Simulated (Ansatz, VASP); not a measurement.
**Two plane-wave programs on Cs**

```xyz
2
Lattice="-2.5538 2.5538 9.5961 2.5538 -2.5538 9.5961 2.5538 2.5538 -9.5961" Properties=species:S:1:pos:R:3 pbc="T T T"
Cs    2.5538    0.0000    4.7980
Cs    0.0000    0.0000    9.5961
```

Alike in both runs: task single point; functional BLYP; k mesh 4 × 4 × 4; occupations gaussian, width 0.1 eV; no spin polarisation.

|  | VASP | Ansatz |
| --- | --- | --- |
| version | VASP 6.6.1 | Ansatz 0.2.0 |
| potentials or method | VASP PAW PBE potentials, release 64 (Cs_sv), cutoff 520 eV | scalar-relativistic, plane waves, PAW |
| valence electrons in the cell | 18 | 18 |

```tsv
	VASP	Ansatz	Ansatz less VASP
gap on the k mesh at the Fermi level (eV)	none	none	-
pressure (GPa)	0.1	0.1	+0.01
```

VASP's potentials were made for PBE, not for BLYP. A gap of «none» marks a metal or a gap that the smearing closes.

The k mesh is coarse, so the values compare programs but aren't converged. Neither program's run includes spin-orbit coupling.
